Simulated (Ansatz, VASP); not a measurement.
# Two plane-wave programs on Ge2Rh2Pb

Contents of INCAR:

```
  ALGO = Normal
  EDIFF = 1E-8
  ENCUT = 460
  GGA = PE
  GGA_COMPAT = False
  ISIF = 2
  ISMEAR = -1
  LASPH = True
  LCHARG = False
  LEFG = True
  LREAL = False
  LWAVE = False
  NBANDS = 46
  NELM = 120
  PREC = Accurate
  SIGMA = 0.15
```

KPOINTS

```
k-points
0
Gamma
  12 12 12
```

The input POSCAR:

```
Ge2Rh2Pb
1.0
   -2.1750666782      2.1750666782      4.9795554848
    2.1750666782     -2.1750666782      4.9795554848
    2.1750666782      2.1750666782     -4.9795554848
Ge Rh Pb
2 2 1
Direct
    0.6301257768      0.6301257768      0.0000000000
    0.3698742232      0.3698742232      0.0000000000
    0.2500000000      0.7500000000      0.5000000000
    0.7500000000      0.2500000000      0.5000000000
    0.0000000000      0.0000000000      0.0000000000
```

Input for Ansatz:

```yaml
crystal:
  lattice:
    - [-2.1750666782, 2.1750666782, 4.9795554848]
    - [2.1750666782, -2.1750666782, 4.9795554848]
    - [2.1750666782, 2.1750666782, -4.9795554848]
  atoms:
    - { symbol: Ge, position: [0.6301257768, 0.6301257768, 0.0] }
    - { symbol: Ge, position: [0.3698742232, 0.3698742232, 0.0] }
    - { symbol: Rh, position: [0.25, 0.75, 0.5] }
    - { symbol: Rh, position: [0.75, 0.25, 0.5] }
    - { symbol: Pb, position: [0.0, 0.0, 0.0] }
basis:
  ecutwfc: 420
kpoints:
  mp_grid: { grid: [12, 12, 12] }
hamiltonian:
  xc: pbe
scf:
  occupations: { method: fermi_dirac, width: 0.15 }
output:
  forces: true
  stress: true
  eigenvalues: true
  efg: {}
checkpoint:
  read: start.run
  write: ck
  compress: false
  write_wavefunctions: false
  write_every: 100000
```

Alike in both runs: task electric field gradients; functional PBE; k mesh 12 × 12 × 12; occupations fermi-dirac, width 0.15 eV; no spin polarisation.

|  | VASP | Ansatz |
| --- | --- | --- |
| version | VASP 6.6.1 | Ansatz 0.2.0 |
| potentials or method | VASP PAW PBE potentials, release 64 (Ge_d, Rh_sv_GW, Pb_d), cutoff 460 eV | scalar-relativistic, plane waves, PAW |
| valence electrons in the cell | 76 | 76 |

```csv
,VASP,Ansatz,Ansatz less VASP
gap on the k mesh at the Fermi level (eV),none,none,-
rms of the force components (eV/Å),0.007,0.000,-0.0071
size of Vzz on the site where it differs most (V/Å²),17.4,4.9,-12.48
```

Atom by atom the forces differ by 0.007 eV/Å (rms over components). A gap of «none» marks a metal or a gap that the smearing closes. With one functional, cell and mesh, what is left measures potentials, basis and numerics.

Neither program's run includes spin-orbit coupling.
